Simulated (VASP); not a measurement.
# In in VASP: further runs

In is run at these levels: LDA; tasks: single point.

All numbers are computed with VASP 6.6.1; they aren't measurements. Logs are shortened: lines on timing, memory, paths and dates and some standing lists are left out, and cuts for length are marked.

## Step 1: The cell of the first run

The cell holds a slab with vacuum, 5 atoms: a = 3.266 Å, b = 3.266 Å, c = 25.667 Å, α = 90.00°, β = 90.00°, γ = 60.00°.

## Step 2: Single point, LDA

Contents of INCAR:

```
PREC = Accurate
ENCUT = 520
EDIFF = 1E-6
ISMEAR = 0
SIGMA = 0.1
LREAL = False
LASPH = True
NELM = 60
ALGO = Fast
ISIF = 2
LWAVE = False
LCHARG = False
LDIPOL = True
IDIPOL = 3
DIPOL = 0.5 0.5 0.500
GGA = CA
NBANDS = 40
```

Contents of KPOINTS:

```
Automatic mesh
0
Gamma
  12 12 1
```

Contents of POSCAR:

```
In
1.0
    3.2661645816      0.0000000000      0.0000000000
    1.6332812681      2.8284666117      0.0000000000
    0.0000000000      0.0000000000     25.6670321628
In
5
Direct
    0.3332791837      0.3332791837      0.2922036312
    0.6665583674      0.6665583674      0.3961018156
    0.9998375511      0.9998375511      0.5000000000
    0.3331167349      0.3331167349      0.6038981844
    0.6663959186      0.6663959186      0.7077963688
```

Potentials or basis: VASP PAW LDA potentials, release 64 (In_d).

The run is started by

```
cat potpaw_LDA.64/In_d/POTCAR > POTCAR
mpirun -np 1 vasp_std > vasp.out
```

OUTCAR:

```text
PREC = Accurate
   ENCUT = 520
   EDIFF = 1E-6
   ISMEAR = 0
   LREAL = False
   LASPH = True
   NELM = 60
   ISIF = 2
   GGA = CA

 ion  position               nearest neighbor table
   1  0.333  0.333  0.292-   2 3.27   2 3.27   2 3.27
   2  0.667  0.667  0.396-   1 3.27   3 3.27   1 3.27   3 3.27   1 3.27   3 3.27
   3  1.000  1.000  0.500-   2 3.27   4 3.27   4 3.27   4 3.27   2 3.27   2 3.27
   4  0.333  0.333  0.604-   5 3.27   3 3.27   3 3.27   3 3.27   5 3.27   5 3.27
   5  0.666  0.666  0.708-   4 3.27   4 3.27   4 3.27

  LATTYP: Found a base centered orthorhombic cell.
 ALAT       =     3.2659655983
 B/A-ratio  =     1.7321915095
 C/A-ratio  =     7.8589413730

  Lattice vectors:

 A1 = (  -1.6332812681,  -2.8284666117,   0.0000000000)
 A2 = (   3.2661645816,   0.0000000000,   0.0000000000)
 A3 = (   0.0000000000,   0.0000000000,  25.6670321628)

Analysis of symmetry for initial positions (statically):
=====================================================================
 Subroutine PRICEL returns:
 Original cell was already a primitive cell.

 Routine SETGRP: Setting up the symmetry group for a
 base centered orthorhombic supercell.

 Subroutine GETGRP returns: Found  4 space group operations
 (whereof  2 operations were pure point group operations)
 out of a pool of  8 trial point group operations.

The static configuration has the point symmetry C_1h.
 The point group associated with its full space group is C_2h.

Analysis of symmetry for dynamics (positions and initial velocities):
=====================================================================
 Subroutine PRICEL returns:
 Original cell was already a primitive cell.

 Routine SETGRP: Setting up the symmetry group for a
 base centered orthorhombic supercell.

 Subroutine GETGRP returns: Found  4 space group operations
 (whereof  2 operations were pure point group operations)
 out of a pool of  8 trial point group operations.

The dynamic configuration has the point symmetry C_1h.
 The point group associated with its full space group is C_2h.

 Subroutine INISYM returns: Found  4 space group operations
 (whereof  2 operations are pure point group operations),
 and found     1 'primitive' translations

----------------------------------------------------------------------------------------

                                     Primitive cell

  volume of cell :     237.1181

  direct lattice vectors                    reciprocal lattice vectors
     3.266164582  0.000000000  0.000000000     0.306169507 -0.176795766  0.000000000
[... 104 lines left out ...]
   NUPDOWN=      -1.0000    fix difference up-down
   EMIN   =  10.00;   EMAX   =-10.00  energy-range for DOS
   EFERMI =   0.00;   METHOD = LEGACY
   ISMEAR =     0;   SIGMA  =   0.10  broadening in eV -4-tet -1-fermi 0-gaus
   EFERMI_NEDOS =   21; number of points for ismear=-14 and -15
   IALGO  =     68    algorithm
   IMIX   =      4    mixing-type and parameters
     AMIX     =   0.40;   BMIX     =  1.00
     AMIX_MAG =   1.60;   BMIX_MAG =  1.00
  volume/ion in A,a.u.               =      47.42       320.03
  Fermi-wavevector in a.u.,A,eV,Ry     =   1.063468  2.009663 15.387697  1.130964
  Thomas-Fermi vector in A             =   2.198954
   LORBIT       =      0    0 simple, 1 ext, 2 COOP (PROOUT), +10 PAW based schemes
   GGA     = CA    functional components
   LHFCALC =     F    Hartree Fock is set to
   AEXX    =    0.0000 exact exchange contribution
   IVDW    =     0    specifies the selected vdW correction
   LEPSILON=     F    determine dielectric tensor
   LRPA    =     F    only Hartree local field effects (RPA)
 non-spin polarized calculation
 RMM-DIIS sequential band-by-band and
 Gauss-broadening in eV      SIGMA  =   0.10
  energy-cutoff  :      520.00
  volume of cell :      237.12
 maximum number of plane-waves:      6448
   NGX = 13   NGY = 13   NGZ = 95

 dipolmoment           0.000000      0.000000      0.000000 electrons x Angstroem

 number of electron      65.0000058 magnetization

 dipolmoment           0.000000      0.000000     -0.000000 electrons x Angstroem

 Free energy of the ion-electron system (eV)
  ---------------------------------------------------
  ext. energy  EPLUGINS =         0.00000000
  ---------------------------------------------------
  free energy    TOTEN  =       -15.52821845 eV

  energy without entropy =      -15.51393973  energy(sigma->0) =      -15.52107909

 E-fermi :   2.1516     XC(G=0):  -6.2745

 val. band max:        2.1505507182   @ k =  -0.3333   0.3333   0.0000
 cond. band min:       2.1654405767   @ k =   0.4167   0.2500   0.0000
 fundamental gap:      0.0148898585
 Fermi energy:         2.1516220375

 k-point     1 :       0.0000    0.0000    0.0000
  band No.  band energies     occupation
      1     -12.5565      2.00000
      2     -12.5423      2.00000
      3     -12.4997      2.00000
      4     -12.4924      2.00000
      5     -12.4749      2.00000
      6     -12.4748      2.00000
[... 1021 lines left out ...]
     39       5.1590      0.00000
     40       5.3419      0.00000

 [... further k-points ...]

------------------------ aborting loop because EDIFF is reached ----------------------------------------

 vacuum level on the upper side and lower side of the slab       (xc-potential included)        -0.225        -0.225

  FORCE on cell =-STRESS in cart. coord.  units (eV):
  Direction    XX          YY          ZZ          XY          YZ          ZX
  --------------------------------------------------------------------------------------
  -------------------------------------------------------------------------------------
  Total       -1.3070028     -1.3087130     -0.4782179      0.0014809      0.0001103      0.0001910
  in kB       -8.8312528     -8.8428085     -3.2312580      0.0100059      0.0007455      0.0012908
  external PRESSURE =      -6.9684397 kB  Pullay stress =       0.0000000 kB

 VOLUME and BASIS-vectors are now :
 -----------------------------------------------------------------------------
  energy-cutoff  :      520.00
  volume of cell :      237.12
      direct lattice vectors                 reciprocal lattice vectors
     3.266164582  0.000000000  0.000000000     0.306169507 -0.176795766  0.000000000
     1.633281268  2.828466612  0.000000000     0.000000000  0.353548455  0.000000000
     0.000000000  0.000000000 25.667032163     0.000000000  0.000000000  0.038960484

 POSITION                                       TOTAL-FORCE (eV/Angst)
 -----------------------------------------------------------------------------------
      1.63288      0.94267      7.50000        -0.000058     -0.000033      0.022815
      3.26577      1.88534     10.16676        -0.000022     -0.000013      0.031947
      4.89865      2.82801     12.83352         0.000000     -0.000000      0.000000
      1.63209      0.94221     15.50027         0.000022      0.000013     -0.031947
      3.26497      1.88488     18.16703         0.000058      0.000033     -0.022815
 -----------------------------------------------------------------------------------
    total drift:                                0.000009      0.000005     -0.000003

  FREE ENERGIE OF THE ION-ELECTRON SYSTEM (eV)
  ---------------------------------------------------
  free  energy   TOTEN  =       -15.5282184494 eV

  energy  without entropy=      -15.5139397336  energy(sigma->0) =      -15.52107909

 vacuum level on the upper side and lower side of the slab         6.082         6.082
```

OSZICAR:

```text
N       E                     dE             d eps       ncg     rms          rms(c)
DAV:   1     0.650970151909E+03    0.65097E+03   -0.31077E+04  3464   0.183E+03
DAV:   2     0.592980850286E+02   -0.59167E+03   -0.58208E+03  3480   0.487E+02
DAV:   3    -0.124412003601E+02   -0.71739E+02   -0.70708E+02  4008   0.200E+02
[... 14 lines left out ...]
RMM:  18    -0.155281825104E+02   -0.45042E-04   -0.48848E-06  3119   0.141E-02    0.834E-03
RMM:  19    -0.155282114501E+02   -0.28940E-04   -0.38554E-06  2874   0.150E-02    0.203E-03
RMM:  20    -0.155282167485E+02   -0.52984E-05   -0.10436E-06  2480   0.834E-03    0.195E-03
RMM:  21    -0.155282180766E+02   -0.13280E-05   -0.59052E-07  2291   0.644E-03    0.169E-03
RMM:  22    -0.155282184494E+02   -0.37281E-06   -0.43739E-07  2213   0.590E-03
   1 F= -.15528218E+02 E0= -.15521079E+02  d E =-.142787E-01
```

stdout:

```text
POSCAR found type information on POSCAR In
 POSCAR found :  1 types and       5 ions
 scaLAPACK will be used
 LDA part: xc-table for (Slater(with rela. corr.)+CA(PZ))
 , standard interpolation
 POSCAR, INCAR and KPOINTS ok, starting setup
 FFT: planning ... GRIDC
 FFT: planning ... GRID_SOFT
 FFT: planning ... GRID
 WAVECAR not read
 entering main loop
```

It took 4 min on 1 thread of Intel Xeon 6975P-C (Granite Rapids), shared host; peak memory 0.43 GiB.

What came out:

| Item | Value |
| --- | --- |
| Free energy | -15.5282 eV |
| Largest force | 0.032 eV/Å |

Forces in eV/Å, atoms in the order of the input:
```
In   0.000  0.000  0.023
In   0.000  0.000  0.032
In   0.000  0.000  0.000
In   0.000  0.000 -0.032
In   0.000  0.000 -0.023
```

Caveat: spin-orbit coupling is left out, which moves the levels of the heavy elements.

## Step 3: Single point, LDA

Contents of INCAR:

```
  ALGO = Fast
  DIPOL = 0.5 0.5 0.500
  EDIFF = 1E-7
  ENCUT = 520
  IDIPOL = 3
  ISIF = 2
  ISMEAR = 0
  LASPH = T
  LCHARG = F
  LDIPOL = T
  LREAL = F
  LWAVE = F
  NBANDS = 40
  NELM = 100
  PREC = Accurate
  SIGMA = 0.1
```

Contents of KPOINTS:

```
k-points
0
Gamma
  12 12 1
```

Contents of POSCAR:

```
In
1.0
    3.2661645816      0.0000000000      0.0000000000
    1.6332812681      2.8284666117      0.0000000000
    0.0000000000      0.0000000000     25.6670321628
In
5
Direct
    0.3332482052      0.3332482052      0.2953880959
    0.6665463853      0.6665463853      0.3982424476
    0.9998375497      0.9998375497      0.4999999987
    0.3331287197      0.3331287197      0.6017575528
    0.6664268958      0.6664268958      0.7046119050
```

Potentials or basis: VASP PAW LDA potentials, release 64 (In_d).

The run is started by

```
cat potpaw_LDA.64/In_d/POTCAR > POTCAR
mpirun -np 1 vasp_std > vasp.out
```

OUTCAR:

```text
EDIFF = 1E-7
   ENCUT = 520
   ISIF = 2
   ISMEAR = 0
   LASPH = T
   LREAL = F
   NELM = 100
   PREC = Accurate

 ion  position               nearest neighbor table
   1  0.333  0.333  0.295-   2 3.24   2 3.24   2 3.24
   2  0.667  0.667  0.398-   3 3.22   3 3.22   3 3.22   1 3.24   1 3.24   1 3.24
   3  1.000  1.000  0.500-   2 3.22   4 3.22   2 3.22   2 3.22   4 3.22   4 3.22
   4  0.333  0.333  0.602-   3 3.22   3 3.22   3 3.22   5 3.24   5 3.24   5 3.24
   5  0.666  0.666  0.705-   4 3.24   4 3.24   4 3.24

  LATTYP: Found a base centered orthorhombic cell.
 ALAT       =     3.2659655983
 B/A-ratio  =     1.7321915095
 C/A-ratio  =     7.8589413730

  Lattice vectors:

 A1 = (  -1.6332812681,  -2.8284666117,   0.0000000000)
 A2 = (   3.2661645816,   0.0000000000,   0.0000000000)
 A3 = (   0.0000000000,   0.0000000000,  25.6670321628)

Analysis of symmetry for initial positions (statically):
=====================================================================
 Subroutine PRICEL returns:
 Original cell was already a primitive cell.

 Routine SETGRP: Setting up the symmetry group for a
 base centered orthorhombic supercell.
[... 188 lines left out ...]
  band No.  band energies     occupation
      1     -12.5973      2.00000
      2     -12.5726      2.00000
      3     -12.5235      2.00000
      4     -12.5143      2.00000
      5     -12.5142      2.00000
      6     -12.5124      2.00000
[... 1021 lines left out ...]
     39       5.1499      0.00000
     40       5.3757      0.00000

 [... further k-points ...]

------------------------ aborting loop because EDIFF is reached ----------------------------------------

 vacuum level on the upper side and lower side of the slab       (xc-potential included)        -0.100        -0.100

  FORCE on cell =-STRESS in cart. coord.  units (eV):
  Direction    XX          YY          ZZ          XY          YZ          ZX
  --------------------------------------------------------------------------------------
  -------------------------------------------------------------------------------------
  Total       -0.9223996     -0.9229038      0.0535387      0.0004366      0.0001360      0.0002355
  in kB       -6.2325377     -6.2359446      0.3617542      0.0029500      0.0009189      0.0015915
  external PRESSURE =      -4.0355760 kB  Pullay stress =       0.0000000 kB

 VOLUME and BASIS-vectors are now :
 -----------------------------------------------------------------------------
  energy-cutoff  :      520.00
  volume of cell :      237.12
      direct lattice vectors                 reciprocal lattice vectors
     3.266164582  0.000000000  0.000000000     0.306169507 -0.176795766  0.000000000
     1.633281268  2.828466612  0.000000000     0.000000000  0.353548455  0.000000000
     0.000000000  0.000000000 25.667032163     0.000000000  0.000000000  0.038960484

 POSITION                                       TOTAL-FORCE (eV/Angst)
 -----------------------------------------------------------------------------------
      1.63273      0.94258      7.58174        -0.000046     -0.000027     -0.010621
      3.26571      1.88530     10.22170        -0.000005     -0.000003      0.000796
      4.89865      2.82801     12.83352        -0.000000     -0.000000      0.000000
      1.63215      0.94224     15.44533         0.000005      0.000003     -0.000796
      3.26512      1.88497     18.08530         0.000046      0.000027      0.010621
 -----------------------------------------------------------------------------------
    total drift:                               -0.000007     -0.000004     -0.000001

  FREE ENERGIE OF THE ION-ELECTRON SYSTEM (eV)
  ---------------------------------------------------
  free  energy   TOTEN  =       -15.5315662346 eV

  energy  without entropy=      -15.5182883066  energy(sigma->0) =      -15.52492727

 vacuum level on the upper side and lower side of the slab         6.211         6.211
```

OSZICAR:

```text
N       E                     dE             d eps       ncg     rms          rms(c)
DAV:   1     0.652109526726E+03    0.65211E+03   -0.31110E+04  3448   0.183E+03
DAV:   2     0.597367226688E+02   -0.59237E+03   -0.58246E+03  3472   0.486E+02
DAV:   3    -0.124360353280E+02   -0.72173E+02   -0.71235E+02  4032   0.201E+02
[... 16 lines left out ...]
RMM:  20    -0.155315613920E+02   -0.12644E-04   -0.93713E-07  3185   0.387E-03    0.237E-03
RMM:  21    -0.155315649225E+02   -0.35305E-05   -0.36360E-07  2891   0.405E-03    0.116E-03
RMM:  22    -0.155315655624E+02   -0.63987E-06   -0.11315E-07  2516   0.232E-03    0.118E-03
RMM:  23    -0.155315661444E+02   -0.58203E-06   -0.10463E-07  2406   0.305E-03    0.345E-04
RMM:  24    -0.155315662346E+02   -0.90185E-07   -0.56957E-08  2405   0.199E-03
   1 F= -.15531566E+02 E0= -.15524927E+02  d E =-.132779E-01
```

stdout:

```text
POSCAR found type information on POSCAR In
 POSCAR found :  1 types and       5 ions
 scaLAPACK will be used
 LDA part: xc-table for (Slater(with rela. corr.)+CA(PZ))
 , standard interpolation
 POSCAR, INCAR and KPOINTS ok, starting setup
 FFT: planning ... GRIDC
 FFT: planning ... GRID_SOFT
 FFT: planning ... GRID
 WAVECAR not read
 entering main loop
```

It took 4.2 min on 1 thread of Intel Xeon 6975P-C (Granite Rapids), shared host; peak memory 0.42 GiB.

Results:

| Property | Result |
| --- | --- |
| Free energy | -15.5316 eV |
| Largest force | 0.011 eV/Å |

Forces on the atoms (eV/Å):
```
In   0.000  0.000 -0.011
In   0.000  0.000  0.001
In   0.000  0.000  0.000
In   0.000  0.000 -0.001
In   0.000  0.000  0.011
```

Caveat: spin-orbit coupling is left out, which moves the levels of the heavy elements.
